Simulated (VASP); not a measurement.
# GaN (Cm) in VASP: further runs

The runs below take GaN through single point, with PBE.

Everything below comes from runs of VASP 6.6.1. Logs are shortened: lines on timing, memory, paths and dates and some standing lists are left out, and cuts for length are marked.

## 1. The cell of the first run

The structure is monoclinic, space group Cm (No. 8). The conventional cell has a = 5.574 Å, b = 3.218 Å, c = 5.243 Å, α = 90.00°, β = 90.00°, γ = 90.00°. Within 2.6 Å of Ga (site symmetry m) lie 4 N at 1.97 to 1.99 Å. Within 2.5 Å of Ga (site symmetry m) lie 4 N at 1.92 to 1.98 Å. N (site symmetry m) has 4 Ga at 1.92 to 1.99 Å within 2.5 Å. Within 2.6 Å of N (site symmetry m) lie 4 Ga at 1.97 to 1.98 Å.

## 2. Single point, PBE (atom 3 (N) moved +0.050 Å towards its neighbour atom 2 (Ga) at 1.967 Å)

INCAR reads:

```
ALGO = Normal ; EDIFF = 1E-7
ENCUT = 520 ; GGA = PE
ISIF = 2 ; ISMEAR = 0
LASPH = True ; LCHARG = False
LREAL = False ; LWAVE = False
NBANDS = 26 ; NELM = 100
PREC = Accurate ; SIGMA = 0.05
```

KPOINTS reads:

```
k-points
0
Gamma
  12 12 6
```

POSCAR reads:

```
GaN
1.0
    3.2184289164      0.0000000000      0.0000000000
   -1.6092144582      2.7872412019      0.0000000000
    0.0000000000      0.0000000000      5.2430304702
Ga N
2 2
Direct
    0.3333333333      0.6666666667      0.9991316875
    0.6666666667      0.3333333333      0.4991316875
    0.3163899916      0.6581949958      0.3790010527
    0.6666666667      0.3333333333      0.8758683125
```

Potentials or basis: VASP PAW PBE potentials, release 64 (Ga_d, N).

Command:

```sh
$ cat potpaw_PBE.64/Ga_d/POTCAR potpaw_PBE.64/N/POTCAR > POTCAR
$ mpirun -np 1 vasp_std > vasp.out
```

OUTCAR:

```text
EDIFF = 1E-7
   ENCUT = 520
   GGA = PE
   ISIF = 2
   ISMEAR = 0
   LASPH = True
   LREAL = False
   NELM = 100
   PREC = Accurate

 ion  position               nearest neighbor table
   1  0.333  0.667  0.999-   4 1.97   4 1.97   4 1.97   3 1.99
   2  0.667  0.333  0.499-   3 1.92   4 1.98   3 1.98   3 1.98
   3  0.316  0.658  0.379-   2 1.92   2 1.98   2 1.98   1 1.99
   4  0.667  0.333  0.876-   1 1.97   1 1.97   1 1.97   2 1.98

  LATTYP: Found a hexagonal cell.
 ALAT       =     3.2184289164
 C/A-ratio  =     1.6290651763

  Lattice vectors:

 A1 = (   3.2184289164,   0.0000000000,   0.0000000000)
 A2 = (  -1.6092144582,   2.7872412019,   0.0000000000)
 A3 = (   0.0000000000,   0.0000000000,   5.2430304702)

Analysis of symmetry for initial positions (statically):
=====================================================================
 Subroutine PRICEL returns:
 Original cell was already a primitive cell.

 Routine SETGRP: Setting up the symmetry group for a
 hexagonal supercell.

 Subroutine GETGRP returns: Found  2 space group operations
 (whereof  2 operations were pure point group operations)
 out of a pool of 24 trial point group operations.

The static configuration has the point symmetry C_1h.

Analysis of symmetry for dynamics (positions and initial velocities):
=====================================================================
 Subroutine PRICEL returns:
 Original cell was already a primitive cell.

 Routine SETGRP: Setting up the symmetry group for a
 hexagonal supercell.

 Subroutine GETGRP returns: Found  2 space group operations
 (whereof  2 operations were pure point group operations)
 out of a pool of 24 trial point group operations.

The dynamic configuration has the point symmetry C_1h.

 Subroutine INISYM returns: Found  2 space group operations
 (whereof  2 operations are pure point group operations),
 and found     1 'primitive' translations

----------------------------------------------------------------------------------------

                                     Primitive cell

  volume of cell :      47.0328

  direct lattice vectors                    reciprocal lattice vectors
     3.218428916  0.000000000  0.000000000     0.310710606  0.179388852  0.000000000
    -1.609214458  2.787241202  0.000000000     0.000000000  0.358777704  0.000000000
     0.000000000  0.000000000  5.243030470     0.000000000  0.000000000  0.190729389

  length of vectors
     3.218428916  3.218428916  5.243030470     0.358777704  0.358777704  0.190729389

  position of ions in fractional coordinates (direct lattice)
     0.333333333  0.666666667  0.999131687
     0.666666667  0.333333333  0.499131687
     0.316389992  0.658194996  0.379001053
     0.666666667  0.333333333  0.875868313

  ion indices of the primitive-cell ions
   primitive index   ion index
                 1           1
                 2           2
                 3           3
                 4           4

----------------------------------------------------------------------------------------

 KPOINTS: k-points

Automatic generation of k-mesh.
 Grid dimensions read from file:
 generate k-points for:   12   12    6

 Generating k-lattice:

  Cartesian coordinates                     Fractional coordinates (reciprocal lattice)
     0.025892551  0.014949071  0.000000000     0.083333333 -0.000000000  0.000000000
     0.000000000  0.029898142  0.000000000     0.000000000  0.083333333  0.000000000
     0.000000000  0.000000000  0.031788232     0.000000000  0.000000000  0.166666667

  Length of vectors
     0.029898142  0.029898142  0.031788232

  Shift w.r.t. Gamma in fractional coordinates (k-lattice)
     0.000000000  0.000000000  0.000000000

 Subroutine IBZKPT returns following result:
 ===========================================

 Found    242 irreducible k-points:

 Following reciprocal coordinates:
            Coordinates               Weight
  0.000000  0.000000  0.000000      1.000000
  0.083333  0.000000  0.000000      2.000000
  0.000000  0.083333  0.000000      4.000000
  0.166667  0.000000  0.000000      2.000000
  0.000000  0.166667  0.000000      4.000000
  0.250000  0.000000  0.000000      2.000000
[... 16 lines left out ...]
 -0.083333  0.416667  0.000000      4.000000
 -0.416667  0.333333  0.000000      4.000000
 [... further k-points ...]
   k-points           NKPTS =    242   k-points in BZ     NKDIM =    242   number of bands    NBANDS=     26
   number of dos      NEDOS =    301   number of ions     NIONS =      4
   total plane-waves  NPLWV =  23040
   dimension x,y,z NGX =    24 NGY =   24 NGZ =   40
   dimension x,y,z NGXF=    48 NGYF=   48 NGZF=   80
   ions per type =               2   2
   NGX,Y,Z   is equivalent  to a cutoff of  12.40, 12.40, 12.68 a.u.
   NGXF,Y,Z  is equivalent  to a cutoff of  24.79, 24.79, 25.37 a.u.
 SYSTEM =  unknown system
   PREC   = accura    normal or accurate (medium, high low for compatibility)
   ISTART =      0    job   : 0-new  1-cont  2-samecut
   ICHARG =      2    charge: 1-file 2-atom 10-const
   ISPIN  =      1    spin polarized calculation?
   LNONCOLLINEAR =      F non collinear calculations
   LSORBIT =      F    spin-orbit coupling
   LASPH  =      T    aspherical Exc in radial PAW
   ENCUT  =  520.0 eV  38.22 Ry    6.18 a.u.   5.98  5.98  9.75*2*pi/ulx,y,z
   NELM   =    100;   NELMIN=  2; NELMDL= -5     # of ELM steps
   EDIFF  = 0.1E-06   stopping-criterion for ELM
   LREAL  =      F    real-space projection
   EDIFFG = 0.1E-05   stopping-criterion for IOM
   NSW    =      0    number of steps for IOM
   IBRION =     -1    ionic relax: 0-MD 1-quasi-New 2-CG
   NFREE  =      0    steps in history (QN), initial steepest desc. (CG)
   ISIF   =      2    stress and relaxation
   ISYM   =      2    0-nonsym 1-usesym 2-fastsym
   POTIM  = 0.5000    time-step for ionic-motion
   TEBEG  =    0.0;   TEEND  =   0.0 temperature during run
   PSTRESS=    0.0 pullay stress
   NELECT =      36.0000    total number of electrons
   NUPDOWN=      -1.0000    fix difference up-down
   EMIN   =  10.00;   EMAX   =-10.00  energy-range for DOS
   EFERMI =   0.00;   METHOD = LEGACY
   ISMEAR =     0;   SIGMA  =   0.05  broadening in eV -4-tet -1-fermi 0-gaus
   EFERMI_NEDOS =   21; number of points for ismear=-14 and -15
   IALGO  =     38    algorithm
   IMIX   =      4    mixing-type and parameters
     AMIX     =   0.40;   BMIX     =  1.00
     AMIX_MAG =   1.60;   BMIX_MAG =  1.00
  volume/ion in A,a.u.               =      11.76        79.35
  Fermi-wavevector in a.u.,A,eV,Ry     =   1.497529  2.829920 30.512351  2.242595
  Thomas-Fermi vector in A             =   2.609406
   LORBIT       =      0    0 simple, 1 ext, 2 COOP (PROOUT), +10 PAW based schemes
   GGA     = PE    functional components
   LHFCALC =     F    Hartree Fock is set to
   AEXX    =    0.0000 exact exchange contribution
   IVDW    =     0    specifies the selected vdW correction
   LEPSILON=     F    determine dielectric tensor
   LRPA    =     F    only Hartree local field effects (RPA)
 non-spin polarized calculation
 Gauss-broadening in eV      SIGMA  =   0.05
  energy-cutoff  :      520.00
  volume of cell :       47.03
 maximum number of plane-waves:      1290
   NGX = 11   NGY = 11   NGZ = 19

 number of electron      35.9999955 magnetization

 Free energy of the ion-electron system (eV)
  ---------------------------------------------------
  ext. energy  EPLUGINS =         0.00000000
  ---------------------------------------------------
  free energy    TOTEN  =       -24.31074771 eV

  energy without entropy =      -24.31074771  energy(sigma->0) =      -24.31074771

 E-fermi :   5.2422     XC(G=0): -11.5148

 val. band max:        5.0246988587   @ k =   0.0000   0.0000   0.0000
 cond. band min:       6.7252125650   @ k =   0.0000   0.0000   0.0000
 fundamental gap:      1.7005137063
 Fermi energy:         5.2422315255

 k-point     1 :       0.0000    0.0000    0.0000
  band No.  band energies     occupation
      1     -10.7317      2.00000
      2      -9.9123      2.00000
      3      -8.4123      2.00000
      4      -8.4041      2.00000
      5      -8.3966      2.00000
      6      -8.3491      2.00000
[... 18 lines left out ...]
     25      16.3071      0.00000
     26      16.6891      0.00000

 k-point     2 :       0.0833    0.0000    0.0000
  band No.  band energies     occupation
      1     -10.6665      2.00000
      2      -9.8960      2.00000
      3      -8.4077      2.00000
      4      -8.3869      2.00000
      5      -8.3781      2.00000
      6      -8.3433      2.00000
[... 18 lines left out ...]
     25      16.3383      0.00000
     26      16.4693      0.00000

 k-point     3 :       0.0000    0.0833    0.0000
  band No.  band energies     occupation
      1     -10.6676      2.00000
      2      -9.8962      2.00000
      3      -8.4093      2.00000
      4      -8.3935      2.00000
      5      -8.3733      2.00000
      6      -8.3371      2.00000
[... 18 lines left out ...]
     25      16.0353      0.00000
     26      16.7705      0.00000

 k-point     4 :       0.1667    0.0000    0.0000
  band No.  band energies     occupation
      1     -10.4903      2.00000
      2      -9.8561      2.00000
      3      -8.3823      2.00000
      4      -8.3632      2.00000
      5      -8.3228      2.00000
      6      -8.3021      2.00000
[... 18 lines left out ...]
     25      16.2720      0.00000
     26      16.8657      0.00000

 k-point     5 :       0.0000    0.1667    0.0000
  band No.  band energies     occupation
      1     -10.4945      2.00000
      2      -9.8569      2.00000
      3      -8.3892      2.00000
      4      -8.3710      2.00000
      5      -8.3236      2.00000
      6      -8.3018      2.00000
[... 18 lines left out ...]
     25      16.0882      0.00000
     26      17.0810      0.00000

 k-point     6 :       0.2500    0.0000    0.0000
  band No.  band energies     occupation
      1     -10.2618      2.00000
      2      -9.8128      2.00000
      3      -8.3573      2.00000
      4      -8.3397      2.00000
      5      -8.2845      2.00000
      6      -8.2435      2.00000
[... 427 lines left out ...]
 k-point    21 :      -0.3333    0.2500    0.0000
  band No.  band energies     occupation
      1     -10.1387      2.00000
      2      -9.7932      2.00000
      3      -8.3527      2.00000
      4      -8.3411      2.00000
      5      -8.2609      2.00000
      6      -8.2330      2.00000
[... 18 lines left out ...]
     25      15.9517      0.00000
     26      17.8972      0.00000

 k-point    22 :       0.3333    0.0833    0.0000
  band No.  band energies     occupation
      1      -9.9766      2.00000
      2      -9.7710      2.00000
      3      -8.3471      2.00000
      4      -8.3259      2.00000
      5      -8.2365      2.00000
      6      -8.1992      2.00000
[... 18 lines left out ...]
     25      16.4984      0.00000
     26      18.1090      0.00000

 k-point    23 :      -0.0833    0.4167    0.0000
  band No.  band energies     occupation
      1      -9.9892      2.00000
      2      -9.7718      2.00000
      3      -8.3537      2.00000
      4      -8.3345      2.00000
      5      -8.2410      2.00000
      6      -8.2088      2.00000
[... 18 lines left out ...]
     25      16.3868      0.00000
     26      18.1367      0.00000

 k-point    24 :      -0.4167    0.3333    0.0000
  band No.  band energies     occupation
      1      -9.9870      2.00000
      2      -9.7724      2.00000
      3      -8.3538      2.00000
      4      -8.3319      2.00000
      5      -8.2403      2.00000
      6      -8.2044      2.00000
[... 18 lines left out ...]
     25      16.5397      0.00000
     26      18.0272      0.00000

 [... further k-points ...]

------------------------ aborting loop because EDIFF is reached ----------------------------------------

  FORCE on cell =-STRESS in cart. coord.  units (eV):
  Direction    XX          YY          ZZ          XY          YZ          ZX
  --------------------------------------------------------------------------------------
  -------------------------------------------------------------------------------------
  Total        0.3653214     -0.0626113     -0.0728103      0.3706006     -0.1236292     -0.2141325
  in kB       12.4447117     -2.1328620     -2.4802908     12.6245491     -4.2114428     -7.2944455
  external PRESSURE =       2.6105196 kB  Pullay stress =       0.0000000 kB

 VOLUME and BASIS-vectors are now :
 -----------------------------------------------------------------------------
  energy-cutoff  :      520.00
  volume of cell :       47.03
      direct lattice vectors                 reciprocal lattice vectors
     3.218428916  0.000000000  0.000000000     0.310710606  0.179388852  0.000000000
    -1.609214458  2.787241202  0.000000000     0.000000000  0.358777704  0.000000000
     0.000000000  0.000000000  5.243030470     0.000000000  0.000000000  0.190729389

 POSITION                                       TOTAL-FORCE (eV/Angst)
 -----------------------------------------------------------------------------------
     -0.00000      1.85816      5.23848        -0.045911     -0.026507      0.096283
      1.60921      0.92908      2.61696        -0.491708     -0.283888      0.102358
     -0.04090      1.83455      1.98711         0.563878      0.325555     -0.292636
      1.60921      0.92908      4.59220        -0.026259     -0.015160      0.093995
 -----------------------------------------------------------------------------------
    total drift:                                0.000002     -0.000000     -0.001080

  FREE ENERGIE OF THE ION-ELECTRON SYSTEM (eV)
  ---------------------------------------------------
  free  energy   TOTEN  =       -24.3107477071 eV

  energy  without entropy=      -24.3107477071  energy(sigma->0) =      -24.31074771
```

Wall time 98 s (1 thread of Intel Xeon 6975P-C (Granite Rapids), shared host); peak memory 0.34 GiB.

Results:

* Free energy: -24.3107 eV
* Pressure: 0.3 GPa
* Largest force: 0.714 eV/Å
* Band gap on the k mesh: 1.70 eV

Forces in eV/Å, atoms in the order of the input:
```
Ga  -0.046 -0.027  0.096
Ga  -0.492 -0.284  0.102
N    0.564  0.326 -0.293
N   -0.026 -0.015  0.094
```

Stress tensor (GPa, compression positive):
```
 1.24  1.26 -0.73
 1.26 -0.21 -0.42
-0.73 -0.42 -0.25
```

Levels at points of the mesh, in eV from the valence-band top:
```csv
k point,band 16,band 17,band 18,band 19,band 20,band 21
"(0.00, 0.00, 0.00)",-0.07,-0.01,0.00,1.70,4.03,8.99
"(0.50, 0.00, 0.00)",-2.64,-2.21,-0.98,4.96,5.41,6.17
"(0.00, 0.50, 0.00)",-2.67,-2.05,-1.01,4.96,5.32,5.87
"(0.00, 0.00, 0.50)",-0.53,-0.52,-0.43,4.04,4.05,8.18
"(0.50, 0.00, 0.50)",-1.86,-1.81,-1.78,4.22,4.28,7.60
"(0.00, 0.50, 0.50)",-1.88,-1.85,-1.79,4.30,4.35,7.41
```

Caveat: the cell differs from its parent crystal (atom 3 (N) moved +0.050 Å towards its neighbour atom 2 (Ga) at 1.967 Å).

## 3. Single point, PBE (atom 3 (N) moved -0.150 Å towards its neighbour atom 2 (Ga) at 1.967 Å)

INCAR reads:

```
SYSTEM = GaN
PREC = Accurate
ENCUT = 520
EDIFF = 1E-7
ISMEAR = 0
SIGMA = 0.05
LREAL = .False.
LASPH = .True.
NELM = 80
ALGO = Normal
ISIF = 2
LWAVE = .False.
LCHARG = .False.
GGA = PE
NBANDS = 26
```

KPOINTS reads:

```
regular mesh
0
Gamma
  12 12 6
  0 0 0
```

Edit POSCAR of step 2 so:

```diff
@@ -10,3 +10,3 @@
     0.6666666667      0.3333333333      0.4991316875
-    0.3163899916      0.6581949958      0.3790010527
+    0.3841633586      0.6920816793      0.3664700918
     0.6666666667      0.3333333333      0.8758683125
```

Potentials or basis: VASP PAW PBE potentials, release 64 (Ga_d, N).

Command:

```sh
$ cat potpaw_PBE.64/Ga_d/POTCAR potpaw_PBE.64/N/POTCAR > POTCAR
$ mpirun -np 1 vasp_std > vasp.out
```

Run time: 95 s. Hardware: 1 thread of Intel Xeon 6975P-C (Granite Rapids), shared host; peak memory 0.34 GiB.

Results (log left out):

| Item | Value |
| --- | --- |
| Free energy | -24.2144 eV |
| Pressure | 0.9 GPa |
| Largest force | 1.355 eV/Å |
| Band gap on the k mesh | 1.58 eV |

Forces on the atoms (eV/Å):
```
Ga   0.101  0.059 -0.303
Ga   0.872  0.504 -0.047
N   -1.040 -0.600  0.628
N    0.066  0.038 -0.277
```

Stress tensor (GPa, compression positive):
```
-1.12 -2.63  1.35
-2.63  1.91  0.78
 1.35  0.78  1.96
```

Levels at points of the mesh, in eV from the valence-band top:
```tsv
k point	band 14	band 15	band 16	band 17	band 18	band 19	band 20	band 21	band 22	band 23
(0.00, 0.00, 0.00)	-1.34	-0.94	-0.24	-0.16	0.00	1.58	4.00	8.75	9.60	9.69
(0.50, 0.00, 0.00)	-4.87	-4.39	-2.83	-2.00	-1.09	4.82	5.12	5.24	8.18	10.02
(0.00, 0.50, 0.00)	-5.45	-4.18	-2.69	-2.45	-0.97	4.86	5.27	6.07	8.19	9.61
(0.00, 0.00, 0.50)	-3.93	-0.91	-0.67	-0.64	-0.29	3.91	3.94	7.94	8.50	9.65
(0.50, 0.00, 0.50)	-6.11	-2.13	-2.08	-2.08	-1.99	4.26	4.37	7.17	7.29	9.56
(0.00, 0.50, 0.50)	-6.61	-2.16	-2.02	-1.91	-1.62	4.00	4.11	7.35	7.76	9.49
```

Caveat: the cell differs from its parent crystal (atom 3 (N) moved -0.150 Å towards its neighbour atom 2 (Ga) at 1.967 Å); forces of over 1 eV/Å act on the atoms, so gaps and moduli don't describe the material at rest.
